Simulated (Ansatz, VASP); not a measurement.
# Mo: VASP beside Ansatz

```
CELL_PARAMETERS angstrom
-1.56465 1.56465 1.56465
1.56465 -1.56465 1.56465
1.56465 1.56465 -1.56465
ATOMIC_POSITIONS crystal
Mo 0.00000 0.00000 0.00000
```

Alike in both runs: task relaxation of cell and atoms; functional PBEsol; k mesh 20 × 20 × 20; occupations fermi-dirac, width 0.15 eV; no spin polarisation.

|  | VASP | Ansatz |
| --- | --- | --- |
| version | VASP 6.6.1 | Ansatz 0.2.0 |
| potentials or method | VASP PAW PBE potentials, release 64 (Mo_sv), cutoff 500 eV | scalar-relativistic, plane waves, PAW |
| valence electrons in the cell | 14 | 14 |

Ansatz gave:

| Item | Value |
| --- | --- |
| gap on the k mesh at the Fermi level, each at its own relaxed structure (eV) | none |
| relaxed volume (Å³/atom) | 15.33 |
| relaxed length of the cell vector where the two differ most in proportion (Å) | 2.711 |

Problem. Which values does VASP return?

Solution. gap on the k mesh at the Fermi level, each at its own relaxed structure (eV): none; relaxed volume (Å³/atom): 15.37; relaxed length of the cell vector where the two differ most in proportion (Å): 2.713.

VASP's potentials were made for PBE, not for PBEsol. A gap of «none» marks a metal or a gap that the smearing closes.
